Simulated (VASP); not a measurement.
Crystal: AlN.

```xyz
2
Lattice="0.0000 2.1193 2.1193 2.1193 0.0000 2.1193 2.1193 2.1193 0.0000" Properties=species:S:1:pos:R:3 pbc="T T T"
Al    0.0000    0.0000    0.0000
N     1.0597    1.0597    1.0597
```

This cell differs from its parent crystal: strain -3.0%.

Base run:

* Program: VASP 6.6.1
* Functional: r2SCAN
* Potentials or basis: VASP PAW PBE potentials, release 64 (Al, N)
* Cutoff: 520 eV
* k mesh: 10 × 10 × 10
* Occupations: gaussian, width 0.01 eV
* Spin: no spin polarisation

Its results: band gap on the k mesh 4.00 eV, indirect (least direct gap 5.76 eV); pressure 22.6 GPa.

The run is repeated on the same cell with these changes: functional from r2SCAN to PBE; k mesh from 10 × 10 × 10 to 6 × 6 × 6. What comes out?

Band gap on the k mesh 3.36 eV, indirect (least direct gap 5.02 eV); pressure 27.3 GPa.

Several settings changed at once, so the effect can't be laid on one alone.

Caveats: some runs use coarse meshes; the PAW data sets were made with another functional, which shifts forces and pressure a little (some runs).

A k mesh can miss the band edges.
